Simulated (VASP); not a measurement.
# Al in VASP: single point with LDA

Aim: the single point of Al with LDA.

Everything below comes from runs of VASP 6.6.1. Logs are shortened: lines on timing, memory, paths and dates and some standing lists are left out, and cuts for length are marked.

## Step 1: The cell of the first run

The typed cell holds 1 atom: a = 2.835 Å, b = 2.835 Å, c = 2.835 Å, α = 120.00°, β = 120.00°, γ = 90.01°.

## Step 2: Single point, LDA

INCAR reads:

```
ALGO = Normal ; EDIFF = 1E-6
ENCUT = 520 ; ISIF = 2
ISMEAR = 0 ; LASPH = True
LCHARG = True ; LELF = True
LREAL = False ; LVHAR = True
LWAVE = False ; NBANDS = 8
NELM = 100 ; PREC = Accurate
SIGMA = 0.15
```

KPOINTS reads:

```
k-points
0
Gamma
  24 24 24
```

POSCAR reads:

```
Al
1.0
   -1.4176860570      1.4176860570      2.0046080847
    1.4176860570     -1.4176860570      2.0046080847
    1.4176860570      1.4176860570     -2.0046080847
Al
1
Direct
    0.0000000000      0.0000000000      0.0000000000
```

Potentials or basis: VASP PAW LDA potentials, release 64 (Al).

On the command line:

```bash
cat potpaw_LDA.64/Al/POTCAR > POTCAR
mpirun -np 1 vasp_std > vasp.out
```

OUTCAR:

```text
EDIFF = 1E-6
   ENCUT = 520
   ISIF = 2
   ISMEAR = 0
   LASPH = True
   LREAL = False
   NELM = 100
   PREC = Accurate

 ion  position               nearest neighbor table
   1  0.000  0.000  0.000-

  LATTYP: Found a body centered tetragonal cell.
 ALAT       =     2.8353721140
 C/A-ratio  =     1.4140000001

  Lattice vectors:

 A1 = (  -1.4176860570,   1.4176860570,   2.0046080847)
 A2 = (   1.4176860570,  -1.4176860570,   2.0046080847)
 A3 = (   1.4176860570,   1.4176860570,  -2.0046080847)

Analysis of symmetry for initial positions (statically):
=====================================================================
 Subroutine PRICEL returns:
 Original cell was already a primitive cell.

 Routine SETGRP: Setting up the symmetry group for a
 body centered tetragonal supercell.

 Subroutine GETGRP returns: Found 16 space group operations
 (whereof 16 operations were pure point group operations)
 out of a pool of 16 trial point group operations.

The static configuration has the point symmetry D_4h.

Analysis of symmetry for dynamics (positions and initial velocities):
=====================================================================
 Subroutine PRICEL returns:
 Original cell was already a primitive cell.

 Routine SETGRP: Setting up the symmetry group for a
 body centered tetragonal supercell.

 Subroutine GETGRP returns: Found 16 space group operations
 (whereof 16 operations were pure point group operations)
 out of a pool of 16 trial point group operations.

The dynamic configuration has the point symmetry D_4h.

 Subroutine INISYM returns: Found 16 space group operations
 (whereof 16 operations are pure point group operations),
 and found     1 'primitive' translations

----------------------------------------------------------------------------------------

                                     Primitive cell

  volume of cell :      16.1157

  direct lattice vectors                    reciprocal lattice vectors
    -1.417686057  1.417686057  2.004608085     0.000000000  0.352687393  0.249425314
     1.417686057 -1.417686057  2.004608085     0.352687393  0.000000000  0.249425314
     1.417686057  1.417686057 -2.004608085     0.352687393  0.352687393  0.000000000

  length of vectors
     2.835158035  2.835158035  2.835158035     0.431973824  0.431973824  0.498775295

  position of ions in fractional coordinates (direct lattice)
     0.000000000  0.000000000  0.000000000

  ion indices of the primitive-cell ions
   primitive index   ion index
                 1           1

----------------------------------------------------------------------------------------

 KPOINTS: k-points

Automatic generation of k-mesh.
 Grid dimensions read from file:
 generate k-points for:   24   24   24

 Generating k-lattice:

  Cartesian coordinates                     Fractional coordinates (reciprocal lattice)
     0.000000000  0.014695308  0.010392721     0.041666667  0.000000000  0.000000000
     0.014695308  0.000000000  0.010392721     0.000000000  0.041666667  0.000000000
     0.014695308  0.014695308  0.000000000     0.000000000  0.000000000  0.041666667

  Length of vectors
     0.017998909  0.017998909  0.020782304

  Shift w.r.t. Gamma in fractional coordinates (k-lattice)
     0.000000000  0.000000000  0.000000000

 Subroutine IBZKPT returns following result:
 ===========================================

 Found   1063 irreducible k-points:

 Following reciprocal coordinates:
            Coordinates               Weight
  0.000000  0.000000  0.000000      1.000000
  0.041667 -0.000000  0.000000      8.000000
  0.083333  0.000000  0.000000      8.000000
  0.125000  0.000000  0.000000      8.000000
  0.166667  0.000000  0.000000      8.000000
  0.208333  0.000000  0.000000      8.000000
[... 16 lines left out ...]
  0.416667  0.041667  0.000000     16.000000
  0.458333  0.041667  0.000000     16.000000
 [... further k-points ...]
   k-points           NKPTS =   1063   k-points in BZ     NKDIM =   1063   number of bands    NBANDS=      8
   number of dos      NEDOS =    301   number of ions     NIONS =      1
   total plane-waves  NPLWV =  13824
   dimension x,y,z NGX =    24 NGY =   24 NGZ =   24
   dimension x,y,z NGXF=    48 NGYF=   48 NGZF=   48
   ions per type =               1
   NGX,Y,Z   is equivalent  to a cutoff of  14.07, 14.07, 14.07 a.u.
   NGXF,Y,Z  is equivalent  to a cutoff of  28.15, 28.15, 28.15 a.u.
 SYSTEM =  unknown system
   PREC   = accura    normal or accurate (medium, high low for compatibility)
   ISTART =      0    job   : 0-new  1-cont  2-samecut
   ICHARG =      2    charge: 1-file 2-atom 10-const
   ISPIN  =      1    spin polarized calculation?
   LNONCOLLINEAR =      F non collinear calculations
   LSORBIT =      F    spin-orbit coupling
   LASPH  =      T    aspherical Exc in radial PAW
   ENCUT  =  520.0 eV  38.22 Ry    6.18 a.u.   5.27  5.27  5.27*2*pi/ulx,y,z
   NELM   =    100;   NELMIN=  2; NELMDL= -5     # of ELM steps
   EDIFF  = 0.1E-05   stopping-criterion for ELM
   LREAL  =      F    real-space projection
   EDIFFG = 0.1E-04   stopping-criterion for IOM
   NSW    =      0    number of steps for IOM
   IBRION =     -1    ionic relax: 0-MD 1-quasi-New 2-CG
   NFREE  =      0    steps in history (QN), initial steepest desc. (CG)
   ISIF   =      2    stress and relaxation
   ISYM   =      2    0-nonsym 1-usesym 2-fastsym
   POTIM  = 0.5000    time-step for ionic-motion
   TEBEG  =    0.0;   TEEND  =   0.0 temperature during run
   PSTRESS=    0.0 pullay stress
   NELECT =       3.0000    total number of electrons
   NUPDOWN=      -1.0000    fix difference up-down
   EMIN   =  10.00;   EMAX   =-10.00  energy-range for DOS
   EFERMI =   0.00;   METHOD = LEGACY
   ISMEAR =     0;   SIGMA  =   0.15  broadening in eV -4-tet -1-fermi 0-gaus
   EFERMI_NEDOS =   21; number of points for ismear=-14 and -15
   IALGO  =     38    algorithm
   IMIX   =      4    mixing-type and parameters
     AMIX     =   0.40;   BMIX     =  1.00
     AMIX_MAG =   1.60;   BMIX_MAG =  1.00
  volume/ion in A,a.u.               =      16.12       108.75
  Fermi-wavevector in a.u.,A,eV,Ry     =   0.934757  1.766435 11.888371  0.873771
  Thomas-Fermi vector in A             =   2.061595
   LORBIT       =      0    0 simple, 1 ext, 2 COOP (PROOUT), +10 PAW based schemes
   GGA     = CA    functional components
   LHFCALC =     F    Hartree Fock is set to
   AEXX    =    0.0000 exact exchange contribution
   IVDW    =     0    specifies the selected vdW correction
   LEPSILON=     F    determine dielectric tensor
   LRPA    =     F    only Hartree local field effects (RPA)
 non-spin polarized calculation
 Gauss-broadening in eV      SIGMA  =   0.15
  energy-cutoff  :      520.00
  volume of cell :       16.12
 maximum number of plane-waves:       448
 NGX is ok and might be reduce to    24
   NGX = 11   NGY = 11   NGZ = 11

 number of electron       3.0000000 magnetization

 Free energy of the ion-electron system (eV)
  ---------------------------------------------------
  ext. energy  EPLUGINS =         0.00000000
  ---------------------------------------------------
  free energy    TOTEN  =        -4.19113998 eV

  energy without entropy =       -4.18588290  energy(sigma->0) =       -4.18851144

 E-fermi :   8.0483     XC(G=0): -10.4314

 val. band max:        8.0224030549   @ k =  -0.3750   0.3750   0.3333
 cond. band min:       8.0590815583   @ k =  -0.4583  -0.4583   0.1667
 fundamental gap:      0.0366785033
 Fermi energy:         8.0483426508

 k-point     1 :       0.0000    0.0000    0.0000
  band No.  band energies     occupation
      1      -3.2257      2.00000
      2      20.7360      0.00000
      3      20.7360      0.00000
      4      20.7376      0.00000
      5      22.2375      0.00000
      6      22.2380      0.00000
      7      22.2380      0.00000
      8      24.8221      0.00000

 k-point     2 :       0.0417   -0.0000    0.0000
  band No.  band energies     occupation
      1      -3.1779      2.00000
      2      19.7408      0.00000
      3      20.5419      0.00000
      4      20.5430      0.00000
      5      22.5055      0.00000
      6      22.5058      0.00000
      7      22.7126      0.00000
      8      25.3126      0.00000

 k-point     3 :       0.0833    0.0000    0.0000
  band No.  band energies     occupation
      1      -3.0345      2.00000
      2      18.1201      0.00000
      3      20.1661      0.00000
      4      20.1673      0.00000
      5      22.9528      0.00000
      6      23.0945      0.00000
      7      23.0947      0.00000
      8      26.6035      0.00000

 k-point     4 :       0.1250    0.0000    0.0000
  band No.  band energies     occupation
      1      -2.7958      2.00000
      2      16.4225      0.00000
      3      19.7893      0.00000
      4      19.7907      0.00000
      5      22.9189      0.00000
      6      23.7755      0.00000
      7      23.7756      0.00000
      8      25.8170      0.00000

 k-point     5 :       0.1667    0.0000    0.0000
  band No.  band energies     occupation
      1      -2.4624      2.00000
      2      14.7370      0.00000
      3      19.4636      0.00000
      4      19.4652      0.00000
      5      22.8013      0.00000
      6      24.1402      0.00000
      7      24.1432      0.00000
      8      25.4451      0.00000

 k-point     6 :       0.2083    0.0000    0.0000
  band No.  band energies     occupation
      1      -2.0349      2.00000
      2      13.0939      0.00000
      3      19.2052      0.00000
      4      19.2070      0.00000
      5      22.6767      0.00000
      6      23.6253      0.00000
      7      23.6301      0.00000
      8      26.0647      0.00000

 k-point     7 :       0.2500    0.0000    0.0000
  band No.  band energies     occupation
      1      -1.5142      2.00000
      2      11.5077      0.00000
      3      19.0203      0.00000
      4      19.0223      0.00000
      5      22.5829      0.00000
      6      22.8817      0.00000
      7      22.8866      0.00000
      8      27.0475      0.00000

 k-point     8 :       0.2917    0.0000    0.0000
  band No.  band energies     occupation
      1      -0.9014      2.00000
      2       9.9868      0.00000
      3      18.9117      0.00000
      4      18.9140      0.00000
      5      22.1545      0.00000
      6      22.1593      0.00000
      7      22.5419      0.00000
      8      26.3180      0.00000

 k-point     9 :       0.3333    0.0000    0.0000
  band No.  band energies     occupation
      1      -0.1976      2.00000
      2       8.5365      0.00000
      3      18.8810      0.00000
      4      18.8836      0.00000
      5      21.4851      0.00000
      6      21.4897      0.00000
      7      22.5675      0.00000
      8      25.6163      0.00000

 k-point    10 :       0.3750    0.0000    0.0000
  band No.  band energies     occupation
      1       0.5957      2.00000
      2       7.1607      2.00000
      3      18.9289      0.00000
      4      18.9318      0.00000
      5      20.8862      0.00000
      6      20.8905      0.00000
      7      22.6682      0.00000
      8      24.9711      0.00000
[... 78 lines left out ...]
 k-point    18 :       0.2083    0.0417    0.0000
  band No.  band energies     occupation
      1      -1.8295      2.00000
      2      12.5896      0.00000
      3      17.9559      0.00000
      4      20.0234      0.00000
      5      22.5983      0.00000
      6      22.9898      0.00000
      7      23.8528      0.00000
      8      25.5509      0.00000

 k-point    19 :       0.2500    0.0417   -0.0000
  band No.  band energies     occupation
      1      -1.2782      2.00000
      2      11.0277      0.00000
      3      17.7886      0.00000
      4      19.8718      0.00000
      5      21.8331      0.00000
      6      22.8828      0.00000
      7      23.1344      0.00000
      8      26.5877      0.00000

 k-point    20 :       0.2917    0.0417    0.0000
  band No.  band energies     occupation
      1      -0.6351      2.00000
      2       9.5317      0.00000
      3      17.7011      0.00000
      4      19.7931      0.00000
      5      21.1130      0.00000
      6      22.3518      0.00000
      7      22.9354      0.00000
      8      26.4997      0.00000

 k-point    21 :       0.3333    0.0417    0.0000
  band No.  band energies     occupation
      1       0.0985      2.00000
      2       8.1072      0.57868
      3      17.6941      0.00000
      4      19.7885      0.00000
      5      20.4625      0.00000
      6      21.7089      0.00000
      7      22.9779      0.00000
      8      25.8608      0.00000

 k-point    22 :       0.3750    0.0417    0.0000
  band No.  band energies     occupation
      1       0.9211      2.00000
      2       6.7579      2.00000
      3      17.7680      0.00000
      4      19.8064      0.00000
      5      19.9423      0.00000
      6      21.1304      0.00000
      7      23.1020      0.00000
      8      25.2608      0.00000

 k-point    23 :       0.4167    0.0417    0.0000
  band No.  band energies     occupation
      1       1.8308      2.00000
      2       5.4872      2.00000
      3      17.9231      0.00000
      4      19.3688      0.00000
      5      20.0342      0.00000
      6      20.6261      0.00000
      7      23.3062      0.00000
      8      24.7232      0.00000

 k-point    24 :       0.4583    0.0417    0.0000
  band No.  band energies     occupation
      1       2.8232      2.00000
      2       4.3002      2.00000
      3      18.1596      0.00000
      4      18.9510      0.00000
      5      20.1992      0.00000
      6      20.2648      0.00000
      7      23.5887      0.00000
      8      24.2605      0.00000

 [... further k-points ...]
[... 5 lines left out ...]
  --------------------------------------------------------------------------------------
  -------------------------------------------------------------------------------------
  Total       -0.1562447     -0.1562447     -0.1558231      0.0000000      0.0000000      0.0000000
  in kB      -15.5333871    -15.5333871    -15.4914799      0.0000000      0.0000000      0.0000000
  external PRESSURE =     -15.5194180 kB  Pullay stress =       0.0000000 kB

 VOLUME and BASIS-vectors are now :
 -----------------------------------------------------------------------------
  energy-cutoff  :      520.00
  volume of cell :       16.12
      direct lattice vectors                 reciprocal lattice vectors
    -1.417686057  1.417686057  2.004608085     0.000000000  0.352687393  0.249425314
     1.417686057 -1.417686057  2.004608085     0.352687393  0.000000000  0.249425314
     1.417686057  1.417686057 -2.004608085     0.352687393  0.352687393  0.000000000

 POSITION                                       TOTAL-FORCE (eV/Angst)
 -----------------------------------------------------------------------------------
      0.00000      0.00000      0.00000         0.000000      0.000000      0.000000
 -----------------------------------------------------------------------------------
    total drift:                                0.000000      0.000000      0.000000

  FREE ENERGIE OF THE ION-ELECTRON SYSTEM (eV)
  ---------------------------------------------------
  free  energy   TOTEN  =        -4.1911399783 eV

  energy  without entropy=       -4.1858828951  energy(sigma->0) =       -4.18851144
```

Wall time 32 s (1 thread of Intel Xeon 6975P-C (Granite Rapids), shared host); peak memory 0.22 GiB.

What came out:

```
Free energy            : -4.1911 eV
Pressure               : -1.6 GPa
Band gap on the k mesh : zero (an odd number of electrons rules out a gap without spin polarisation)
```
